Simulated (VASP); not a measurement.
# MnS (F-43m) in VASP: settings compared, part 2 of 2

VASP 6.6.1. Earlier steps stand in the parts before.

**3. Single point, LDA, collinear spin, ferromagnetic start**

File INCAR:

```
PREC = Accurate
ENCUT = 520
EDIFF = 1E-6
ISMEAR = -1
SIGMA = 0.05
LREAL = False
LASPH = True
NELM = 150
ALGO = Normal
ISIF = 2
LWAVE = False
LCHARG = False
ISPIN = 2
MAGMOM = 4 0
LORBIT = 11
LMAXMIX = 4
NBANDS = 20
```

File KPOINTS:

```
Automatic mesh
0
Gamma
  9 9 9
```

File POSCAR:

```
MnS
1.0
    0.0000000000      2.4734634191      2.4734634191
    2.4734634191      0.0000000000      2.4734634191
    2.4734634191      2.4734634191      0.0000000000
Mn S
1 1
Direct
    0.0000000000      0.0000000000      0.0000000000
    0.7500000000      0.7500000000      0.7500000000
```

Potentials or basis: VASP PAW LDA potentials, release 64 (Mn_pv, S).

On the command line:

```sh
cat potpaw_LDA.64/Mn_pv/POTCAR potpaw_LDA.64/S/POTCAR > POTCAR
mpirun -np 1 vasp_std > vasp.out
```

Wall time 2.5 min (1 thread of AMD EPYC 7R43 (Zen 3), shared host); peak memory 0.12 GiB.

The run converged. Its results:

```
Free energy                                           : -15.5661 eV
Pressure                                              : -6.8 GPa
Net moment                                            : 0.02 μB per cell
Valence electrons inside the program's atomic spheres : Mn 12.05; S 3.73
```

Levels at points of the mesh, in eV from the Fermi level:
Spin up:
| k point | band 7 | band 8 | band 9 | band 10 | band 11 | band 12 |
| --- | --- | --- | --- | --- | --- | --- |
| (0.00, 0.00, 0.00) | -4.65 | -0.71 | -0.71 | 3.71 | 3.71 | 3.71 |
Spin down:
```tsv
k point	band 7	band 8	band 9	band 10	band 11	band 12
(0.00, 0.00, 0.00)	-4.65	-0.70	-0.70	3.72	3.72	3.72
```

Caveat: the starting moments collapsed, and a magnetic state may lie lower; semilocal functionals often make such compounds metallic where correlation or magnetic order opens a gap, which also shifts bond lengths. With open d or f shells a metallic result of LDA can be an artefact of self-interaction; +U or a hybrid may open a gap.

**4. Single point, PBEsol, collinear spin, ferromagnetic start**

This run uses another cell than the first one, of 14.82 Å³/atom, 0.979 times its volume.

File INCAR:

```
SYSTEM = MnS
  PREC = Accurate
  ENCUT = 520
  EDIFF = 1E-7
  ISMEAR = -1
  SIGMA = 0.05
  LREAL = .FALSE.
  LASPH = .TRUE.
  NELM = 150
  ALGO = Normal
  ISIF = 2
  LWAVE = .FALSE.
  LCHARG = .TRUE.
  ISPIN = 2
  MAGMOM = 4 0
  LORBIT = 11
  LMAXMIX = 4
  GGA = PS
  LELF = .TRUE.
  LVHAR = .TRUE.
  NBANDS = 20
```

File KPOINTS:

```
Automatic mesh
0
G
  9 9 9
  0 0 0
```

File POSCAR:

```
MnS
1.0
    0.0000000000      2.4560939118      2.4560939118
    2.4560939118      0.0000000000      2.4560939118
    2.4560939118      2.4560939118      0.0000000000
Mn S
1 1
Direct
    0.0000000000      0.0000000000      0.0000000000
    0.7500000000      0.7500000000      0.7500000000
```

Potentials or basis: VASP PAW PBE potentials, release 64 (Mn_pv, S).

On the command line:

```sh
cat potpaw_PBE.64/Mn_pv/POTCAR potpaw_PBE.64/S/POTCAR > POTCAR
mpirun -np 1 vasp_std > vasp.out
```

It took 87 s on 1 thread of AMD EPYC 7R43 (Zen 3), shared host; peak memory 0.15 GiB.

It converged, with:

```yaml
Free_energy: -14.7790 eV
Pressure: 0.3 GPa
Net_moment: 0.21 μB per cell
Site_moments: Mn +0.20; S -0.01 μB
Valence_electrons_inside_the_program's_atomic_spheres: Mn 12.09; S 3.73
```

Levels at points of the mesh, in eV from the Fermi level:
Spin up:
| k point | band 6 | band 7 | band 8 | band 9 | band 10 | band 11 | band 12 | band 13 | band 14 | band 15 |
| --- | --- | --- | --- | --- | --- | --- | --- | --- | --- | --- |
| (0.00, 0.00, 0.00) | -4.79 | -4.79 | -0.88 | -0.88 | 3.79 | 3.79 | 3.79 | 3.82 | 7.96 | 7.96 |
Spin down:
```tsv
k point	band 6	band 7	band 8	band 9	band 10	band 11	band 12	band 13
(0.00, 0.00, 0.00)	-4.74	-4.74	-0.66	-0.66	3.84	3.87	3.87	3.87
```

Caveat: the PAW data sets were made with another functional, which shifts forces and pressure a little; the moment fell far below its start of 4 μB, so a state of higher moment may lie lower in energy; semilocal functionals often make such compounds metallic where correlation or magnetic order opens a gap, which also shifts bond lengths. With open d or f shells a metallic result of PBEsol can be an artefact of self-interaction; +U or a hybrid may open a gap.

**5. Single point, PBE, collinear spin, ferromagnetic start**

File INCAR:

```
  PREC = Accurate
  ENCUT = 520
  EDIFF = 1E-7
  ISMEAR = 0
  SIGMA = 0.011
  LREAL = F
  LASPH = T
  NELM = 150
  ALGO = Normal
  ISIF = 2
  LWAVE = F
  LCHARG = F
  ISPIN = 2
  MAGMOM = 4 0
  LORBIT = 11
  LMAXMIX = 4
  GGA = PE
  NBANDS = 20
```

File KPOINTS:

```
regular mesh
0
Gamma
  9 9 9
```

File POSCAR:

```
MnS
1.0
    0.0000000000      2.4734634191      2.4734634191
    2.4734634191      0.0000000000      2.4734634191
    2.4734634191      2.4734634191      0.0000000000
Mn S
1 1
Direct
    0.0000000000      0.0000000000      0.0000000000
    0.7500000000      0.7500000000      0.7500000000
```

On the command line:

```sh
cat potpaw_PBE.64/Mn_pv/POTCAR potpaw_PBE.64/S/POTCAR > POTCAR
mpirun -np 1 vasp_std > vasp.out
```

Run time: 10 min. Hardware: 1 thread of AMD EPYC 7R43 (Zen 3), shared host; peak memory 0.15 GiB.

Results (log left out):

| Quantity | Value |
| --- | --- |
| Free energy | -13.6671 eV |
| Pressure | 3.2 GPa |
| Net moment | 0.26 μB per cell |
| Site moments | Mn +0.23; S -0.01 μB |
| Valence electrons inside the program's atomic spheres | Mn 12.03; S 3.75 |

Levels at points of the mesh, in eV from the Fermi level:
Spin up:
| k point | band 6 | band 7 | band 8 | band 9 | band 10 | band 11 | band 12 | band 13 | band 14 | band 15 |
| --- | --- | --- | --- | --- | --- | --- | --- | --- | --- | --- |
| (0.00, 0.00, 0.00) | -4.74 | -4.74 | -0.93 | -0.93 | 3.64 | 3.64 | 3.64 | 3.77 | 7.89 | 7.89 |
Spin down:
```
           k point  band 7  band 8  band 9  band 10  band 11  band 12
(0.00, 0.00, 0.00)   -4.68   -0.62   -0.62     3.72     3.72     3.72
```

Caveat: the moment fell far below its start of 4 μB, so a state of higher moment may lie lower in energy; semilocal functionals often make such compounds metallic where correlation or magnetic order opens a gap, which also shifts bond lengths. With open d or f shells a metallic result of PBE can be an artefact of self-interaction; +U or a hybrid may open a gap.

**6. Single point, PBE, collinear spin, ferromagnetic start**

File INCAR:

```
SYSTEM = MnS
PREC = Accurate
ENCUT = 520
EDIFF = 1E-6
ISMEAR = 0
SIGMA = 0.03
LREAL = .False.
LASPH = .True.
NELM = 150
ALGO = Normal
ISIF = 2
LWAVE = .False.
LCHARG = .True.
ISPIN = 2
MAGMOM = 4 0
LORBIT = 11
LMAXMIX = 4
GGA = PE
LELF = .True.
LVHAR = .True.
NBANDS = 20
```

File KPOINTS:

```
regular mesh
0
Gamma
  9 9 9
  0 0 0
```

POSCAR is that of step 5.

Potentials or basis: VASP PAW PBE potentials, release 64 (Mn_pv, S).

On the command line:

```sh
cat potpaw_PBE.64/Mn_pv/POTCAR potpaw_PBE.64/S/POTCAR > POTCAR
mpirun -np 1 vasp_std > vasp.out
```

OUTCAR:

```text
SYSTEM = MnS
   PREC = Accurate
   ENCUT = 520
   EDIFF = 1E-6
   ISMEAR = 0
   LREAL = .False.
   LASPH = .True.
   NELM = 150
   ISIF = 2
   ISPIN = 2
   LORBIT = 11
   GGA = PE

 ion  position               nearest neighbor table
   1  0.000  0.000  0.000-   2 2.14   2 2.14   2 2.14   2 2.14
   2  0.750  0.750  0.750-   1 2.14   1 2.14   1 2.14   1 2.14

  LATTYP: Found a face centered cubic cell.
 ALAT       =     4.9469268382

  Lattice vectors:

 A1 = (   0.0000000000,   2.4734634191,   2.4734634191)
 A2 = (   2.4734634191,   0.0000000000,   2.4734634191)
 A3 = (   2.4734634191,   2.4734634191,   0.0000000000)

Analysis of symmetry for initial positions (statically):
=====================================================================
 Subroutine PRICEL returns:
 Original cell was already a primitive cell.

 Routine SETGRP: Setting up the symmetry group for a
 face centered cubic supercell.

 Subroutine GETGRP returns: Found 24 space group operations
 (whereof 24 operations were pure point group operations)
 out of a pool of 48 trial point group operations.

[... 744 lines left out ...]
 k-point     1 :       0.0000    0.0000    0.0000
  band No.  band energies     occupation
      1     -40.3760      1.00000
      2     -40.3760      1.00000
      3     -40.3760      1.00000
      4      -7.8749      1.00000
      5       2.7131      1.00000
      6       2.7131      1.00000
[... 541 lines left out ...]
     19      24.5942      0.00000
     20      24.5942      0.00000

 [... further k-points ...]
[... 5 lines left out ...]
  --------------------------------------------------------------------------------------
  -------------------------------------------------------------------------------------
  Total        0.5629427      0.5629427      0.5629427      0.0000000     -0.0000000     -0.0000000
  in kB       29.8008252     29.8008252     29.8008252      0.0000000     -0.0000000     -0.0000000
  external PRESSURE =      29.8008252 kB  Pullay stress =       0.0000000 kB

 VOLUME and BASIS-vectors are now :
 -----------------------------------------------------------------------------
  energy-cutoff  :      520.00
  volume of cell :       30.27
      direct lattice vectors                 reciprocal lattice vectors
     0.000000000  2.473463419  2.473463419    -0.202145702  0.202145702  0.202145702
     2.473463419  0.000000000  2.473463419     0.202145702 -0.202145702  0.202145702
     2.473463419  2.473463419  0.000000000     0.202145702  0.202145702 -0.202145702

 POSITION                                       TOTAL-FORCE (eV/Angst)
 -----------------------------------------------------------------------------------
      0.00000      0.00000      0.00000         0.000000      0.000000      0.000000
      3.71020      3.71020      3.71020        -0.000000     -0.000000     -0.000000
 -----------------------------------------------------------------------------------
    total drift:                               -0.000001     -0.000001     -0.000001

  FREE ENERGIE OF THE ION-ELECTRON SYSTEM (eV)
  ---------------------------------------------------
  free  energy   TOTEN  =       -13.6677450153 eV

  energy  without entropy=      -13.6666990011  energy(sigma->0) =      -13.66722201

 total charge

# of ion       s       p       d       tot
------------------------------------------
    1        0.353   6.313   5.366  12.031
    2        1.322   2.426   0.000   3.748
--------------------------------------------------
tot          1.674   8.739   5.366  15.779

 magnetization (x)

# of ion       s       p       d       tot
------------------------------------------
    1       -0.008  -0.004  -0.209  -0.220
    2        0.001   0.003   0.000   0.004
--------------------------------------------------
tot         -0.007  -0.001  -0.209  -0.217
```

Wall time 3.9 min (1 thread of AMD EPYC 7R43 (Zen 3), shared host); peak memory 0.15 GiB.

Results:

- Free energy: -13.6677 eV
- Pressure: 3.0 GPa
- Net moment: -0.23 μB per cell
- Site moments: Mn -0.22; S +0.00 μB
- Valence electrons inside the program's atomic spheres: Mn 12.03; S 3.75

Caveat: the moment fell far below its start of 4 μB, so a state of higher moment may lie lower in energy; semilocal functionals often make such compounds metallic where correlation or magnetic order opens a gap, which also shifts bond lengths. With open d or f shells a metallic result of PBE can be an artefact of self-interaction; +U or a hybrid may open a gap.

**7. The runs side by side**

```csv
task,level,cell,cutoff (eV),smearing,gap on the mesh (eV),pressure (GPa),moment (μB)
relaxation of cell and atoms,revPBE+D4,"relaxed from a = 3.498 Å, angles 60.0°, 2 atoms",500,fermi-dirac 0.05 eV,none,0.0,0.18
single point,PBEsol,"a = 3.473 Å, angles 60.0°, 2 atoms",520,fermi-dirac 0.05 eV,none,0.3,0.21
single point,PBE,"a = 3.498 Å, angles 60.0°, 2 atoms",520,gaussian 0.011 eV,none,3.2,0.26
single point,PBE,"a = 3.498 Å, angles 60.0°, 2 atoms",520,gaussian 0.03 eV,none,3.0,0.23
```

Alike in all rows: potentials or basis VASP PAW PBE potentials, release 64 (Mn_pv, S); spin collinear, ferromagnetic start; k mesh 9 × 9 × 9.

Caveats: the moment fell far below its start of 4 μB, so a state of higher moment may lie lower in energy; semilocal functionals often make such compounds metallic where correlation or magnetic order opens a gap, which also shifts bond lengths; the PAW data sets were made with another functional, which shifts forces and pressure a little (some runs); pairwise dispersion overbinds metals, which lowers pressure and volume (some runs).

Total energies depend on the potentials used, so only differences within one code and one set of settings carry meaning.
